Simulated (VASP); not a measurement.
# Ir (P6_3/mmc) in VASP: notebook, part 2 of 2

VASP 6.6.1. Earlier steps stand in the parts before.

## 3. Relaxation of cell and atoms, LDA, target pressure 15 GPa, at which the enthalpy is minimised

Contents of INCAR:

```
PREC = Accurate
ENCUT = 600
EDIFF = 1E-6
ISMEAR = 1
SIGMA = 0.1
LREAL = F
LASPH = T
NELM = 60
ALGO = Normal
ISIF = 3
LWAVE = F
LCHARG = F
IBRION = 2
NSW = 80
EDIFFG = -0.01
PSTRESS = 150.0
```

Contents of KPOINTS:

```
Automatic mesh
0
Gamma
  9 9 5
```

Contents of POSCAR:

```
Ir
1.0
    2.7100000000      0.0000000000      0.0000000000
   -1.3550000000      2.3469288443      0.0000000000
    0.0000000000      0.0000000000      4.4254300000
Ir
2
Direct
    0.3333333333      0.6666666667      0.2500000000
    0.6666666667      0.3333333333      0.7500000000
```

Potentials or basis: VASP PAW LDA potentials, release 64 (Ir).

The run is started by

```console
> cat potpaw_LDA.64/Ir/POTCAR > POTCAR
> mpirun -np 1 vasp_std > vasp.out
```

OUTCAR:

```text
PREC = Accurate
   ENCUT = 600
   EDIFF = 1E-6
   ISMEAR = 1
   LREAL = F
   LASPH = T
   NELM = 60
   ISIF = 3
   IBRION = 2
   NSW = 80
   EDIFFG = -0.01
   PSTRESS = 150.0

 ion  position               nearest neighbor table
   1  0.333  0.667  0.250-   2 2.71   2 2.71   2 2.71   2 2.71   2 2.71   2 2.71
   2  0.667  0.333  0.750-   1 2.71   1 2.71   1 2.71   1 2.71   1 2.71   1 2.71

  LATTYP: Found a hexagonal cell.
 ALAT       =     2.7100000000
 C/A-ratio  =     1.6330000000

  Lattice vectors:

 A1 = (   2.7100000000,   0.0000000000,   0.0000000000)
 A2 = (  -1.3550000000,   2.3469288443,   0.0000000000)
 A3 = (   0.0000000000,   0.0000000000,   4.4254300000)

Analysis of symmetry for initial positions (statically):
=====================================================================
 Subroutine PRICEL returns:
[... 423 lines left out ...]
      2       2.5446      2.00000
      3       6.9734      2.00000
      4       7.1106      2.00000
      5       7.1106      2.00000
      6       7.8280      2.00000
      7       7.8280      2.00000
      8       8.6722      2.00000
      9       8.6722      2.00000
     10      10.3591      2.00000
     11      11.5464     -0.00001
     12      11.5464     -0.00001
     13      18.7840      0.00000
[... 354 lines left out ...]
  band No.  band energies     occupation
      1       4.1801      2.00000
      2       4.8021      2.00000
      3       4.8021      2.00000
      4       5.7950      2.00000
      5       6.7354      2.00000
      6       6.7354      2.00000
      7       8.5596      2.00000
      8      10.5913      2.00000
      9      11.3751     -0.02482
     10      11.3751     -0.02482
     11      16.4828      0.00000
     12      16.4828      0.00000
     13      18.7306      0.00000

 [... further k-points ...]

------------------------ aborting loop because EDIFF is reached ----------------------------------------

  FORCE on cell =-STRESS in cart. coord.  units (eV):
  Direction    XX          YY          ZZ          XY          YZ          ZX
  --------------------------------------------------------------------------------------
  -------------------------------------------------------------------------------------
  Total        2.5403102      2.5403102      2.5434146      0.0000000      0.0000000      0.0000000
  in kB      150.5741237    150.5741237    150.7581341      0.0000000      0.0000000      0.0000000
  external PRESSURE =       0.6354605 kB  Pullay stress =     150.0000000 kB
[... 21 lines left out ...]
  energy  without entropy=      -20.4466469893  energy(sigma->0) =      -20.44634102

  enthalpy is  TOTEN    =       -17.9155638109 eV   P V=        2.5306242234

 reached required accuracy - stopping structural energy minimisation
```

OSZICAR:

```text
N       E                     dE             d eps       ncg     rms          rms(c)
DAV:   1     0.162727231633E+03    0.16273E+03   -0.93574E+03   936   0.157E+03
[... 50 lines left out ...]
   6 F= -.17914730E+02 E0= -.17915098E+02  d E =0.342189E-03
       N       E                     dE             d eps       ncg     rms          rms(c)
DAV:   1    -0.204476105049E+02   -0.13929E-02   -0.86930E-02   971   0.264E+00    0.189E-01
DAV:   2    -0.204465630386E+02    0.10475E-02   -0.13336E-03  1189   0.467E-01    0.928E-02
DAV:   3    -0.204461856443E+02    0.37739E-03   -0.61040E-04   999   0.250E-01    0.177E-02
DAV:   4    -0.204461883545E+02   -0.27102E-05   -0.46660E-05  1046   0.857E-02    0.785E-03
DAV:   5    -0.204461880343E+02    0.32020E-06   -0.96791E-07   586   0.130E-02
   7 F= -.17915564E+02 E0= -.17915717E+02  d E =-.491568E-03
```

CONTCAR:

```text
Ir
   1.00000000000000
     2.6799371907250826   -0.0000000000000000    0.0000000000000000
    -1.3399685953625413    2.3208936877602948   -0.0000000000000000
    -0.0000000000000000    0.0000000000000000    4.3457738387113292
  Ir
     2
Direct
     0.3333333332999970    0.6666666667000030    0.2500000000000000
     0.6666666667000030    0.3333333332999970    0.7500000000000000

  0.00000000E+00  0.00000000E+00  0.00000000E+00
  0.00000000E+00  0.00000000E+00  0.00000000E+00
```

Run time: 30 s. Hardware: 1 thread of Intel Xeon Platinum 8375C at 2.90GHz (Ice Lake), shared host; peak memory 0.15 GiB.

What came out:

```
Free energy                                            : -20.4462 eV
Relaxed volume                                         : 13.52 Å³/atom
Relaxed cell                                           : a = 2.680 Å, b = 2.680 Å, c = 4.346 Å, α = 90.00°, β = 90.00°, γ = 120.00°
Space group after relaxing (to 0.05 Å)                 : P6_3/mmc (No. 194)
Energy change on relaxing (the enthalpy is what falls) : +19.9 meV/atom
Ionic steps                                            : 7
Pressure after relaxing                                : 15.1 GPa
Band gap on the k mesh                                 : zero (band 9 reaches 12.29 eV, above the bottom of band 10 at 8.94 eV)
```

Step by step:
```csv
step,energy change (eV),largest force (eV/Å),pressure (GPa),volume (Å³)
1,0.0000,0.0000,-2.40,28.15
2,2.2120,0.0000,156.84,22.37
3,0.0319,0.0000,13.40,27.13
4,0.0383,0.0000,14.64,27.05
5,0.0410,0.0000,15.17,27.02
6,0.0398,0.0000,14.98,27.04
7,0.0398,0.0000,15.06,27.03
```

Final structure:
```xyz
2
Lattice="2.6799 0.0000 0.0000 -1.3400 2.3209 0.0000 0.0000 0.0000 4.3458" Properties=species:S:1:pos:R:3 pbc="T T T"
Ir    0.0000    1.5473    1.0864
Ir    1.3400    0.7736    3.2593
```

Caveat: the cell is relaxed towards a set pressure, so the enthalpy falls and the energy may rise; spin-orbit coupling is left out, which moves the levels of the heavy elements.

## 4. Relaxation of cell and atoms, LDA, target pressure 30 GPa, at which the enthalpy is minimised

Contents of INCAR:

```
PREC = Accurate
ENCUT = 600
EDIFF = 1E-6
ISMEAR = 1
SIGMA = 0.1
LREAL = False
LASPH = True
NELM = 100
ALGO = Normal
ISIF = 3
LWAVE = False
LCHARG = False
GGA = CA
IBRION = 2
NSW = 80
EDIFFG = -0.01
PSTRESS = 300.0
```

KPOINTS is that of step 3.

POSCAR is that of step 3.

The run is started by

```console
> cat potpaw_LDA.64/Ir/POTCAR > POTCAR
> mpirun -np 1 vasp_std > vasp.out
```

Wall time 41 s (1 thread of Intel Xeon Platinum 8375C at 2.90GHz (Ice Lake), shared host); peak memory 0.16 GiB.

Results (log left out):

```yaml
Free_energy: -20.3377 eV
Relaxed_volume: 13.13 Å³/atom
Relaxed_cell: a = 2.654 Å, b = 2.654 Å, c = 4.305 Å, α = 90.00°, β = 90.00°, γ = 120.00°
Space_group_after_relaxing_to_0.05_Å: P6_3/mmc (No. 194)
Energy_change_on_relaxing_the_enthalpy_is_what_falls: +74.2 meV/atom
Ionic_steps: 10
Pressure_after_relaxing: 30.0 GPa
Band_gap_on_the_k_mesh: zero (band 9 reaches 12.90 eV, above the bottom of band 10 at 9.39 eV)
```

The path:
```tsv
step	energy change (eV)	largest force (eV/Å)	pressure (GPa)	volume (Å³)
1	0.0000	0.0000	-2.40	28.15
2	10.3476	0.0000	505.53	18.07
3	0.0948	0.0000	23.43	26.58
4	0.1252	0.0000	27.24	26.38
5	0.1502	0.0000	30.12	26.24
6	0.1433	0.0000	29.38	26.28
7	0.1429	0.0000	29.34	26.29
8	0.1424	0.0000	29.32	26.28
9	0.1724	0.0000	32.59	26.13
10	0.1484	0.0000	30.00	26.25
```

Final structure:
```
CELL_PARAMETERS angstrom
2.65358 0.00000 0.00000
-1.32679 2.29807 0.00000
0.00000 0.00000 4.30484
ATOMIC_POSITIONS crystal
Ir 0.33333 0.66667 0.25000
Ir 0.66667 0.33333 0.75000
```

Levels at points of the mesh, in eV from the Fermi level:
| k point | band 6 | band 7 | band 8 | band 9 | band 10 | band 11 | band 12 | band 13 |
| --- | --- | --- | --- | --- | --- | --- | --- | --- |
| (0.00, 0.00, 0.00) | -3.52 | -3.52 | -2.63 | -2.63 | -0.90 | 0.37 | 0.37 | 7.89 |

Caveat: the cell is relaxed towards a set pressure, so the enthalpy falls and the energy may rise; spin-orbit coupling is left out, which moves the levels of the heavy elements.

## 5. Relaxation of cell and atoms, LDA, target pressure 45 GPa, at which the enthalpy is minimised

Contents of INCAR:

```
SYSTEM = Ir
PREC     = Accurate       ! precision mode
ENCUT    = 600            ! plane-wave cutoff, eV
EDIFF    = 1E-6           ! SCF threshold, eV
ISMEAR   = 1              ! smearing method
SIGMA    = 0.1            ! smearing width, eV
LREAL    = .False.        ! projectors in reciprocal space
LASPH    = .True.         ! aspherical terms in the spheres
NELM     = 100            ! most SCF steps
ALGO     = Normal         ! electronic algorithm
ISIF     = 3              ! what is computed and relaxed
LWAVE    = .False.        ! write WAVECAR
LCHARG   = .False.        ! write CHGCAR
GGA      = CA             ! functional
IBRION   = 2              ! ionic algorithm
NSW      = 80             ! ionic steps
EDIFFG   = -0.01          ! ionic threshold
PSTRESS  = 450.0
```

Contents of KPOINTS:

```
regular mesh
0
Gamma
  9 9 5
  0 0 0
```

POSCAR is that of step 4.

The run is started by

```console
> cat potpaw_LDA.64/Ir/POTCAR > POTCAR
> mpirun -np 1 vasp_std > vasp.out
```

Wall time 44 s (1 thread of Intel Xeon Platinum 8375C at 2.90GHz (Ice Lake), shared host); peak memory 0.16 GiB.

Results (log left out):

```yaml
Free_energy: -20.1815 eV
Relaxed_volume: 12.79 Å³/atom
Relaxed_cell: a = 2.630 Å, b = 2.630 Å, c = 4.269 Å, α = 90.00°, β = 90.00°, γ = 120.00°
Space_group_after_relaxing_to_0.05_Å: P6_3/mmc (No. 194)
Energy_change_on_relaxing_the_enthalpy_is_what_falls: +152.2 meV/atom
Ionic_steps: 10
Pressure_after_relaxing: 45.0 GPa
Band_gap_on_the_k_mesh: zero (band 9 reaches 13.46 eV, above the bottom of band 10 at 9.80 eV)
```

The path:
```csv
step,energy change (eV),largest force (eV/Å),pressure (GPa),volume (Å³)
1,0.0000,0.0000,-2.40,28.15
2,29.5669,0.0000,1266.54,14.36
3,0.1391,0.0000,28.83,26.31
4,0.2079,0.0000,36.09,25.97
5,0.3089,0.0000,45.32,25.57
6,0.2950,0.0000,44.14,25.62
7,0.2953,0.0000,44.17,25.62
8,0.2944,0.0000,44.12,25.62
9,0.3496,0.0000,48.74,25.43
10,0.3045,0.0000,44.99,25.58
```

Final structure:
```yaml
crystal:
  lattice:
    - [2.63048, 0.00000, 0.00000]
    - [-1.31524, 2.27806, 0.00000]
    - [0.00000, 0.00000, 4.26894]
  atoms:
    - { symbol: Ir, position: [0.33333, 0.66667, 0.25000] }
    - { symbol: Ir, position: [0.66667, 0.33333, 0.75000] }
```

Levels at points of the mesh, in eV from the Fermi level:
```tsv
k point	band 6	band 7	band 8	band 9	band 10	band 11	band 12	band 13
(0.00, 0.00, 0.00)	-3.66	-3.66	-2.73	-2.73	-0.96	0.39	0.39	8.16
```

Caveat: the cell is relaxed towards a set pressure, so the enthalpy falls and the energy may rise; spin-orbit coupling is left out, which moves the levels of the heavy elements.

## 6. Overview

| cell | gap on the mesh (eV) | pressure (GPa) |
| --- | --- | --- |
| relaxed | none | -0.1 |
| relaxed to 15 GPa | none | 15.1 |
| relaxed to 30 GPa | none | 30.0 |
| relaxed to 45 GPa | none | 45.0 |

Alike in all rows: task relaxation of cell and atoms; level LDA; potentials or basis VASP PAW LDA potentials, release 64 (Ir); no spin polarisation; k mesh 9 × 9 × 5; cutoff (eV) 600; smearing methfessel-paxton 0.1 eV.

Caveats: spin-orbit coupling is left out, which moves the levels of the heavy elements; the cell is relaxed towards a set pressure, so the enthalpy falls and the energy may rise (some runs).

Absolute energies hang on the potentials; compare differences alone.
